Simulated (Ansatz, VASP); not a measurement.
**SnTe in VASP and in Ansatz**

File INCAR:

```
PREC = Accurate
ENCUT = 520
EDIFF = 1E-6
ISMEAR = 0
SIGMA = 0.1
LREAL = False
LASPH = True
NELM = 100
ALGO = Normal
ISIF = 2
LWAVE = False
LCHARG = False
GGA = PE
NBANDS = 28
```

The input KPOINTS:

```
Automatic mesh
0
Gamma
  6 6 2
```

POSCAR

```
SnTe
1.0
    4.5126353600      0.0000000000      0.0000000000
   -2.2563176800      3.9080568600      0.0000000000
    0.0000000000      0.0000000000      7.5090625400
Sn Te
2 2
Direct
    0.0000000000      0.0000000000      0.8419663300
    0.0000000000      0.0000000000      0.1580336700
    0.3333333300      0.6666666700      0.6671839400
    0.6666666700      0.3333333300      0.3328160600
```

Input for Ansatz:

```yaml
crystal:
  lattice:
    - [4.51263536, 0.0, 0.0]
    - [-2.25631768, 3.90805686, 0.0]
    - [0.0, 0.0, 7.50906254]
  atoms:
    - { symbol: Sn, position: [0.0, 0.0, 0.84196633] }
    - { symbol: Sn, position: [0.0, 0.0, 0.15803367] }
    - { symbol: Te, position: [0.33333333, 0.66666667, 0.66718394] }
    - { symbol: Te, position: [0.66666667, 0.33333333, 0.33281606] }
basis:
  ecutwfc: 420
kpoints:
  mp_grid: { grid: [6, 6, 2] }
hamiltonian:
  xc: pbe
scf:
  occupations: { method: gaussian, width: 0.1 }
  lower_state_search: "off"
output:
  forces: true
  stress: true
  eigenvalues: true
```

Change from the starting cell: species swapped into the SnP type (P-3m1, No. 164).

Alike in both runs: task single point; functional PBE; k mesh 6 × 6 × 2; occupations gaussian, width 0.1 eV; no spin polarisation.

|  | VASP | Ansatz |
| --- | --- | --- |
| version | VASP 6.6.1 | Ansatz 0.2.0 |
| potentials or method | VASP PAW PBE potentials, release 64 (Sn_d, Te), cutoff 520 eV | scalar-relativistic, plane waves, PAW |
| valence electrons in the cell | 40 | 60 |

|  | VASP | Ansatz | Ansatz less VASP |
| --- | --- | --- | --- |
| gap on the k mesh at the Fermi level (eV) | none | none | - |
| pressure (GPa) | 10.0 | 10.0 | 0.00 |
| traceless stress, the component that is largest in VASP (GPa) | 11.02 | 11.03 | +0.008 |
| rms of the force components (eV/Å) | 2.327 | 2.326 | -0.0009 |

Atom by atom the forces differ by 0.004 eV/Å (rms over components). A gap of «none» marks a metal or a gap that the smearing closes. VASP's potentials hold 40 valence electrons a cell and Ansatz's 60, so a difference there can come from the potentials and not from the codes.

The k mesh is coarse, so the values compare programs but aren't converged. Neither program's run includes spin-orbit coupling.
